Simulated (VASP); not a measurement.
A run of VASP 6.6.1 is set up as follows.

INCAR

```
  PREC = Accurate
  ENCUT = 500
  EDIFF = 1E-6
  ISMEAR = -1
  SIGMA = 0.15
  LREAL = F
  LASPH = T
  NELM = 300
  ALGO = All
  ISIF = 2
  LWAVE = F
  LCHARG = F
  GGA = PE
  NBANDS = 61
  GGA_COMPAT = F
  ISEARCH = 1
  KPAR = 4
```

Contents of KPOINTS:

```
Automatic mesh
0
Gamma
  18 18 2
```

POSCAR

```
Ir4Ru
1.0
    2.7464342701     -0.0000000289      0.0000000000
   -1.3732171100      2.3784818622      0.0000000000
    0.0000000000      0.0000000000     22.0812065164
Ru Ir
2 8
Direct
    0.3333333333      0.6666666667      0.2500000000
    0.6666666667      0.3333333333      0.7500000000
    0.3333333333      0.6666666667      0.6523228156
    0.3333333333      0.6666666667      0.8476771844
    0.3333333333      0.6666666667      0.0505177084
    0.3333333333      0.6666666667      0.4494822916
    0.6666666667      0.3333333333      0.9494822916
    0.6666666667      0.3333333333      0.1523228156
    0.6666666667      0.3333333333      0.3476771844
    0.6666666667      0.3333333333      0.5505177084
```

Potentials or basis: VASP PAW PBE potentials, release 64 (Ru_pv, Ir).

Launch:

```bash
$ cat potpaw_PBE.64/Ru_pv/POTCAR potpaw_PBE.64/Ir/POTCAR > POTCAR
$ mpirun -np 4 vasp_std > vasp.out
```

(1) Predict the pressure.

(2) Predict the band gap on the k mesh.

(3) Estimate the largest force.

Answers

(1) 0.3 GPa.

(2) zero (bands 50 and 51 overlap by 2.62 eV).

(3) 0.017 eV/Å.

Caveat: spin-orbit coupling is left out, which moves the levels of the heavy elements.
